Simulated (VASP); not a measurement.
# AlRu (v.br) (Pm-3m) in VASP: single point with PBE

Aim: the single point of AlRu (v.br) with PBE.

Everything below comes from runs of VASP 6.6.1. Logs are shortened: lines on timing, memory, paths and dates and some standing lists are left out, and cuts for length are marked.

**1. The cell of the first run**

Symmetry: Pm-3m, No. 221, cubic system. The conventional cell has a = 2.970 Å, b = 2.970 Å, c = 2.970 Å, α = 90.00°, β = 90.00°, γ = 90.00°. Within 3.4 Å of Ru (site symmetry m-3m) lie 8 Al at 2.57 Å and 6 Ru at 2.97 Å. Al (site symmetry m-3m) has 8 Ru at 2.57 Å and 6 Al at 2.97 Å within 3.4 Å.

**2. Single point, PBE**

INCAR reads:

```
ALGO = Normal
EDIFF = 1E-6
ENCUT = 500
GGA = PE
GGA_COMPAT = F
ISIF = 2
ISMEAR = 0
LASPH = T
LCHARG = F
LREAL = F
LWAVE = F
NBANDS = 16
NELM = 120
PREC = Accurate
SIGMA = 0.1
```

KPOINTS reads:

```
k-points
0
Gamma
  14 14 14
```

POSCAR reads:

```
AlRu
1.0
    2.9700000000      0.0000000000      0.0000000000
    0.0000000000      2.9700000000      0.0000000000
    0.0000000000      0.0000000000      2.9700000000
Ru Al
1 1
Direct
    0.0000000000      0.0000000000      0.0000000000
    0.5000000000      0.5000000000      0.5000000000
```

Potentials or basis: VASP PAW PBE potentials, release 64 (Ru_pv, Al).

Launch:

```
cat potpaw_PBE.64/Ru_pv/POTCAR potpaw_PBE.64/Al/POTCAR > POTCAR
mpirun -np 1 vasp_std > vasp.out
```

OUTCAR:

```text
EDIFF = 1E-6
   ENCUT = 500
   GGA = PE
   ISIF = 2
   ISMEAR = 0
   LASPH = T
   LREAL = F
   NELM = 120
   PREC = Accurate

 ion  position               nearest neighbor table
   1  0.000  0.000  0.000-   2 2.57   2 2.57   2 2.57   2 2.57   2 2.57   2 2.57   2 2.57   2 2.57

   2  0.500  0.500  0.500-   1 2.57   1 2.57   1 2.57   1 2.57   1 2.57   1 2.57   1 2.57   1 2.57

  LATTYP: Found a simple cubic cell.
 ALAT       =     2.9700000000

  Lattice vectors:

 A1 = (   2.9700000000,   0.0000000000,   0.0000000000)
 A2 = (   0.0000000000,   2.9700000000,   0.0000000000)
 A3 = (   0.0000000000,   0.0000000000,   2.9700000000)

Analysis of symmetry for initial positions (statically):
=====================================================================
 Subroutine PRICEL returns:
 Original cell was already a primitive cell.

 Routine SETGRP: Setting up the symmetry group for a
 simple cubic supercell.

 Subroutine GETGRP returns: Found 48 space group operations
 (whereof 48 operations were pure point group operations)
 out of a pool of 48 trial point group operations.

The static configuration has the point symmetry O_h .

Analysis of symmetry for dynamics (positions and initial velocities):
=====================================================================
 Subroutine PRICEL returns:
 Original cell was already a primitive cell.

 Routine SETGRP: Setting up the symmetry group for a
 simple cubic supercell.

 Subroutine GETGRP returns: Found 48 space group operations
 (whereof 48 operations were pure point group operations)
 out of a pool of 48 trial point group operations.

The dynamic configuration has the point symmetry O_h .

 Subroutine INISYM returns: Found 48 space group operations
 (whereof 48 operations are pure point group operations),
 and found     1 'primitive' translations

----------------------------------------------------------------------------------------

                                     Primitive cell

  volume of cell :      26.1981

  direct lattice vectors                    reciprocal lattice vectors
     2.970000000  0.000000000  0.000000000     0.336700337  0.000000000  0.000000000
     0.000000000  2.970000000  0.000000000     0.000000000  0.336700337  0.000000000
     0.000000000  0.000000000  2.970000000     0.000000000  0.000000000  0.336700337

  length of vectors
     2.970000000  2.970000000  2.970000000     0.336700337  0.336700337  0.336700337

  position of ions in fractional coordinates (direct lattice)
     0.000000000  0.000000000  0.000000000
     0.500000000  0.500000000  0.500000000

  ion indices of the primitive-cell ions
   primitive index   ion index
                 1           1
                 2           2

----------------------------------------------------------------------------------------

 KPOINTS: k-points

Automatic generation of k-mesh.
 Grid dimensions read from file:
 generate k-points for:   14   14   14

 Generating k-lattice:

  Cartesian coordinates                     Fractional coordinates (reciprocal lattice)
     0.024050024  0.000000000  0.000000000     0.071428571  0.000000000  0.000000000
     0.000000000  0.024050024  0.000000000     0.000000000  0.071428571  0.000000000
     0.000000000  0.000000000  0.024050024     0.000000000  0.000000000  0.071428571

  Length of vectors
     0.024050024  0.024050024  0.024050024

  Shift w.r.t. Gamma in fractional coordinates (k-lattice)
     0.000000000  0.000000000  0.000000000

 Subroutine IBZKPT returns following result:
 ===========================================

 Found    120 irreducible k-points:

 Following reciprocal coordinates:
            Coordinates               Weight
  0.000000  0.000000  0.000000      1.000000
  0.071429  0.000000  0.000000      6.000000
  0.142857  0.000000  0.000000      6.000000
  0.214286  0.000000  0.000000      6.000000
  0.285714  0.000000  0.000000      6.000000
  0.357143  0.000000  0.000000      6.000000
[... 16 lines left out ...]
  0.285714  0.214286  0.000000     24.000000
  0.357143  0.214286  0.000000     24.000000
 [... further k-points ...]
   k-points           NKPTS =    120   k-points in BZ     NKDIM =    120   number of bands    NBANDS=     16
   number of dos      NEDOS =    301   number of ions     NIONS =      2
   total plane-waves  NPLWV =  13824
   dimension x,y,z NGX =    24 NGY =   24 NGZ =   24
   dimension x,y,z NGXF=    48 NGYF=   48 NGZF=   48
   ions per type =               1   1
   NGX,Y,Z   is equivalent  to a cutoff of  13.43, 13.43, 13.43 a.u.
   NGXF,Y,Z  is equivalent  to a cutoff of  26.87, 26.87, 26.87 a.u.
 SYSTEM =  unknown system
   PREC   = accura    normal or accurate (medium, high low for compatibility)
   ISTART =      0    job   : 0-new  1-cont  2-samecut
   ICHARG =      2    charge: 1-file 2-atom 10-const
   ISPIN  =      1    spin polarized calculation?
   LNONCOLLINEAR =      F non collinear calculations
   LSORBIT =      F    spin-orbit coupling
   LASPH  =      T    aspherical Exc in radial PAW
   ENCUT  =  500.0 eV  36.75 Ry    6.06 a.u.   5.41  5.41  5.41*2*pi/ulx,y,z
   NELM   =    120;   NELMIN=  2; NELMDL= -5     # of ELM steps
   EDIFF  = 0.1E-05   stopping-criterion for ELM
   LREAL  =      F    real-space projection
   EDIFFG = 0.1E-04   stopping-criterion for IOM
   NSW    =      0    number of steps for IOM
   IBRION =     -1    ionic relax: 0-MD 1-quasi-New 2-CG
   NFREE  =      0    steps in history (QN), initial steepest desc. (CG)
   ISIF   =      2    stress and relaxation
   ISYM   =      2    0-nonsym 1-usesym 2-fastsym
   POTIM  = 0.5000    time-step for ionic-motion
   TEBEG  =    0.0;   TEEND  =   0.0 temperature during run
   PSTRESS=    0.0 pullay stress
   NELECT =      17.0000    total number of electrons
   NUPDOWN=      -1.0000    fix difference up-down
   EMIN   =  10.00;   EMAX   =-10.00  energy-range for DOS
   EFERMI =   0.00;   METHOD = LEGACY
   ISMEAR =     0;   SIGMA  =   0.10  broadening in eV -4-tet -1-fermi 0-gaus
   EFERMI_NEDOS =   21; number of points for ismear=-14 and -15
   IALGO  =     38    algorithm
   IMIX   =      4    mixing-type and parameters
     AMIX     =   0.40;   BMIX     =  1.00
     AMIX_MAG =   1.60;   BMIX_MAG =  1.00
  volume/ion in A,a.u.               =      13.10        88.40
  Fermi-wavevector in a.u.,A,eV,Ry     =   1.417320  2.678347 27.331342  2.008797
  Thomas-Fermi vector in A             =   2.538563
   LORBIT       =      0    0 simple, 1 ext, 2 COOP (PROOUT), +10 PAW based schemes
   GGA     = PE    functional components
   LHFCALC =     F    Hartree Fock is set to
   AEXX    =    0.0000 exact exchange contribution
   IVDW    =     0    specifies the selected vdW correction
   LEPSILON=     F    determine dielectric tensor
   LRPA    =     F    only Hartree local field effects (RPA)
 non-spin polarized calculation
 Gauss-broadening in eV      SIGMA  =   0.10
  energy-cutoff  :      500.00
  volume of cell :       26.20
 maximum number of plane-waves:       691
 NGX is ok and might be reduce to    24
   NGX = 11   NGY = 11   NGZ = 11

 number of electron      16.9999996 magnetization

 Free energy of the ion-electron system (eV)
  ---------------------------------------------------
  ext. energy  EPLUGINS =         0.00000000
  ---------------------------------------------------
  free energy    TOTEN  =       -14.23720909 eV

  energy without entropy =      -14.22782291  energy(sigma->0) =      -14.23251600

 E-fermi :  11.0245     XC(G=0): -12.6780

 val. band max:       11.0172826222   @ k =   0.5000   0.2857   0.1429
 cond. band min:      11.0266349660   @ k =   0.1429   0.0714   0.0714
 fundamental gap:      0.0093523438
 Fermi energy:        11.0244980060

 k-point     1 :       0.0000    0.0000    0.0000
  band No.  band energies     occupation
      1     -30.7441      2.00000
      2     -30.7441      2.00000
      3     -30.7441      2.00000
      4       1.2241      2.00000
      5       7.3432      2.00000
      6       7.3432      2.00000
[... 8 lines left out ...]
     15      23.1493      0.00000
     16      26.5546      0.00000

 k-point     2 :       0.0714    0.0000    0.0000
  band No.  band energies     occupation
      1     -30.7555      2.00000
      2     -30.7431      2.00000
      3     -30.7431      2.00000
      4       1.3242      2.00000
      5       7.3788      2.00000
      6       7.3798      2.00000
[... 8 lines left out ...]
     15      23.1496      0.00000
     16      26.8617      0.00000

 k-point     3 :       0.1429    0.0000    0.0000
  band No.  band energies     occupation
      1     -30.7873      2.00000
      2     -30.7404      2.00000
      3     -30.7404      2.00000
      4       1.6196      2.00000
      5       7.4616      2.00000
      6       7.4810      2.00000
[... 8 lines left out ...]
     15      23.2474      0.00000
     16      27.8265      0.00000

 k-point     4 :       0.2143    0.0000    0.0000
  band No.  band energies     occupation
      1     -30.8331      2.00000
      2     -30.7365      2.00000
      3     -30.7365      2.00000
      4       2.0964      2.00000
      5       7.4997      2.00000
      6       7.6355      2.00000
[... 8 lines left out ...]
     15      23.8146      0.00000
     16      28.3824      0.00000

 k-point     5 :       0.2857    0.0000    0.0000
  band No.  band energies     occupation
      1     -30.8836      2.00000
      2     -30.7322      2.00000
      3     -30.7322      2.00000
      4       2.7330      2.00000
      5       7.3533      2.00000
      6       7.8180      2.00000
[... 8 lines left out ...]
     15      24.1875      0.00000
     16      27.0747      0.00000

 k-point     6 :       0.3571    0.0000    0.0000
  band No.  band energies     occupation
      1     -30.9288      2.00000
      2     -30.7283      2.00000
      3     -30.7283      2.00000
      4       3.5002      2.00000
      5       6.9087      2.00000
      6       7.9940      2.00000
[... 8 lines left out ...]
     15      24.4069      0.00000
     16      25.8016      0.00000

 k-point     7 :       0.4286    0.0000    0.0000
  band No.  band energies     occupation
      1     -30.9599      2.00000
      2     -30.7256      2.00000
      3     -30.7256      2.00000
      4       4.3559      2.00000
      5       6.1946      2.00000
      6       8.1232      2.00000
[... 8 lines left out ...]
     15      24.4979      0.00000
     16      24.6605      0.00000

 k-point     8 :       0.5000    0.0000    0.0000
  band No.  band energies     occupation
      1     -30.9709      2.00000
      2     -30.7247      2.00000
      3     -30.7247      2.00000
      4       5.0828      2.00000
      5       5.5017      2.00000
      6       8.1709      2.00000
[... 8 lines left out ...]
     15      24.0433      0.00000
     16      24.0433      0.00000

 k-point     9 :       0.0714    0.0714    0.0000
  band No.  band energies     occupation
      1     -30.7550      2.00000
      2     -30.7540      2.00000
      3     -30.7422      2.00000
      4       1.4235      2.00000
      5       7.4132      2.00000
      6       7.4193      2.00000
[... 8 lines left out ...]
     15      23.1496      0.00000
     16      27.1423      0.00000
[... 172 lines left out ...]
 k-point    19 :       0.3571    0.1429    0.0000
  band No.  band energies     occupation
      1     -30.9237      2.00000
      2     -30.7700      2.00000
      3     -30.7246      2.00000
      4       3.7972      2.00000
      5       6.9768      2.00000
      6       8.1750      2.00000
[... 8 lines left out ...]
     15      24.3779      0.00000
     16      25.6236      0.00000

 k-point    20 :       0.4286    0.1429    0.0000
  band No.  band energies     occupation
      1     -30.9545      2.00000
      2     -30.7671      2.00000
      3     -30.7219      2.00000
      4       4.6072      2.00000
      5       6.2736      2.00000
      6       8.3288      2.00000
[... 8 lines left out ...]
     15      23.2156      0.00000
     16      24.4792      0.00000

 k-point    21 :       0.5000    0.1429    0.0000
  band No.  band energies     occupation
      1     -30.9654      2.00000
      2     -30.7660      2.00000
      3     -30.7209      2.00000
      4       5.4001      2.00000
      5       5.5089      2.00000
      6       8.3918      2.00000
[... 8 lines left out ...]
     15      23.1519      0.00000
     16      23.5803      0.00000

 k-point    22 :       0.2143    0.2143    0.0000
  band No.  band energies     occupation
      1     -30.8267      2.00000
      2     -30.8215      2.00000
      3     -30.7289      2.00000
      4       2.8929      2.00000
      5       7.6347      2.00000
      6       8.0054      2.00000
[... 8 lines left out ...]
     15      25.7724      0.00000
     16      26.0638      0.00000

 k-point    23 :       0.2857    0.2143    0.0000
  band No.  band energies     occupation
      1     -30.8738      2.00000
      2     -30.8188      2.00000
      3     -30.7246      2.00000
      4       3.4576      2.00000
      5       7.4508      2.00000
      6       8.2118      2.00000
[... 8 lines left out ...]
     15      24.9384      0.00000
     16      26.5288      0.00000

 k-point    24 :       0.3571    0.2143    0.0000
  band No.  band energies     occupation
      1     -30.9182      2.00000
      2     -30.8142      2.00000
      3     -30.7207      2.00000
      4       4.1162      2.00000
      5       7.0137      2.00000
      6       8.4076      2.00000
[... 8 lines left out ...]
     15      23.7990      0.00000
     16      25.5708      0.00000

 [... further k-points ...]

------------------------ aborting loop because EDIFF is reached ----------------------------------------

  FORCE on cell =-STRESS in cart. coord.  units (eV):
  Direction    XX          YY          ZZ          XY          YZ          ZX
  --------------------------------------------------------------------------------------
  -------------------------------------------------------------------------------------
  Total        1.2250528      1.2250528      1.2250528     -0.0000000     -0.0000000     -0.0000000
  in kB       74.9196998     74.9196998     74.9196998     -0.0000000     -0.0000000     -0.0000000
  external PRESSURE =      74.9196998 kB  Pullay stress =       0.0000000 kB

 VOLUME and BASIS-vectors are now :
 -----------------------------------------------------------------------------
  energy-cutoff  :      500.00
  volume of cell :       26.20
      direct lattice vectors                 reciprocal lattice vectors
     2.970000000  0.000000000  0.000000000     0.336700337  0.000000000  0.000000000
     0.000000000  2.970000000  0.000000000     0.000000000  0.336700337  0.000000000
     0.000000000  0.000000000  2.970000000     0.000000000  0.000000000  0.336700337

 POSITION                                       TOTAL-FORCE (eV/Angst)
 -----------------------------------------------------------------------------------
      0.00000      0.00000      0.00000         0.000000      0.000000      0.000000
      1.48500      1.48500      1.48500         0.000000      0.000000      0.000000
 -----------------------------------------------------------------------------------
    total drift:                                0.000000      0.000000      0.000000

  FREE ENERGIE OF THE ION-ELECTRON SYSTEM (eV)
  ---------------------------------------------------
  free  energy   TOTEN  =       -14.2372090925 eV

  energy  without entropy=      -14.2278229081  energy(sigma->0) =      -14.23251600
```

It took 39 s on 1 thread of Intel Xeon 8259CL, shared host; peak memory 0.17 GiB.

Results:

```yaml
Free_energy: -14.2372 eV
Pressure: 7.5 GPa
```
